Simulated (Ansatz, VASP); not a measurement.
**NaI in VASP and in Ansatz**

Contents of INCAR:

```
  ALGO = Normal
  EDIFF = 1E-8
  ENCUT = 520
  ISIF = 2
  ISMEAR = -1
  LASPH = T
  LCHARG = F
  LEFG = T
  LREAL = F
  LWAVE = F
  NBANDS = 14
  NELM = 80
  PREC = Accurate
  SIGMA = 0.02
```

KPOINTS

```
k-points
0
Gamma
  8 8 8
```

Contents of POSCAR:

```
NaI
1.0
    0.0000000000      3.2364000000      3.2040360000
    3.2364000000      0.0000000000      3.2040360000
    3.2364000000      3.2364000000      0.0000000000
Na I
1 1
Direct
    0.0000000000      0.0000000000      0.0000000000
    0.5000000000      0.5000000000      0.5000000000
```

Input for Ansatz:

```yaml
crystal:
  lattice:
    - [0.0, 3.2364, 3.204036]
    - [3.2364, 0.0, 3.204036]
    - [3.2364, 3.2364, 0.0]
  atoms:
    - { symbol: Na, position: [0.0, 0.0, 0.0] }
    - { symbol: I, position: [0.5, 0.5, 0.5] }
kpoints:
  mp_grid: { grid: [8, 8, 8] }
scf:
  occupations: { method: fermi_dirac, width: 0.02 }
hamiltonian:
  xc: lda
  pseudopotentials: { kind: all_electron, datasets: crystal }
output:
  forces: true
  stress: true
  eigenvalues: true
  efg: { contact_densities: true }
```

Change from the starting cell: zz strain of -1 %, crystal datasets.

Alike in both runs: task electric field gradients; functional LDA; k mesh 8 × 8 × 8; occupations fermi-dirac, width 0.02 eV; no spin polarisation.

|  | VASP | Ansatz |
| --- | --- | --- |
| version | VASP 6.6.1 | Ansatz 0.2.0 |
| potentials or method | VASP PAW LDA potentials, release 64 (Na_pv, I), cutoff 520 eV | all-electron PAW with datasets made for the crystal, scalar-relativistic |

|  | VASP | Ansatz | Ansatz less VASP |
| --- | --- | --- | --- |
| gap on the k mesh at the Fermi level (eV) | 3.37 | 3.35 | -0.013 |
| pressure (GPa) | -1.5 | -1.5 | -0.01 |
| traceless stress, the component that is largest in VASP (GPa) | 0.14 | 0.14 | -0.002 |
| size of Vzz on the site where it differs most (V/Å²) | 0.8 | 1.1 | +0.27 |

LDA's correlation is that of Perdew and Zunger in VASP and of Perdew and Wang (1992) in Ansatz. Ansatz ran all-electron here, and VASP with PAW potentials.

Spin-orbit coupling is off throughout.
